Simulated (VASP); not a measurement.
A run of VASP 6.6.1 is set up as follows.

File INCAR:

```
SYSTEM = Bi
AGGAC = 1.0
AGGAX = 1.0
ALDAC = 0.0
ALDAX = 1.0
ALGO = Normal
EDIFF = 1E-6
ENCUT = 500
GGA = B5
GGA_COMPAT = .False.
ISIF = 2
ISMEAR = -1
LASPH = .True.
LCHARG = .False.
LREAL = .False.
LWAVE = .False.
NBANDS = 38
NELM = 120
PREC = Accurate
SIGMA = 0.1
```

Contents of KPOINTS:

```
k-points
0
Gamma
  11 11 3
  0 0 0
```

File POSCAR:

```
Bi
1.0
    3.6556202244      0.0000000000      0.0000000000
   -1.8278101122      3.1658599809      0.0000000000
    0.0000000000      0.0000000000     12.3662984855
Bi
4
Direct
    1.0000000000      0.0000000000      1.0000000000
    1.0000000000      0.0000000000      0.5000000000
    0.3333333333      0.6666666667      0.2500000000
    0.6666666667      0.3333333333      0.7500000000
```

Potentials or basis: VASP PAW PBE potentials, release 64 (Bi_d).

Launch:

```console
$ cat potpaw_PBE.64/Bi_d/POTCAR > POTCAR
$ mpirun -np 1 vasp_std > vasp.out
```

Question: What does it give for the pressure?

Answer: -1.4 GPa.

Question: Predict the band gap on the k mesh.

Answer: Zero (bands 30 and 31 overlap by 5.10 eV).

Stress tensor (GPa, compression positive):
```
-1.50  0.00  0.00
 0.00 -1.50  0.00
 0.00  0.00 -1.20
```

Caveat: the PAW data sets were made with another functional, which shifts forces and pressure a little; spin-orbit coupling is left out, which moves the levels of the heavy elements.
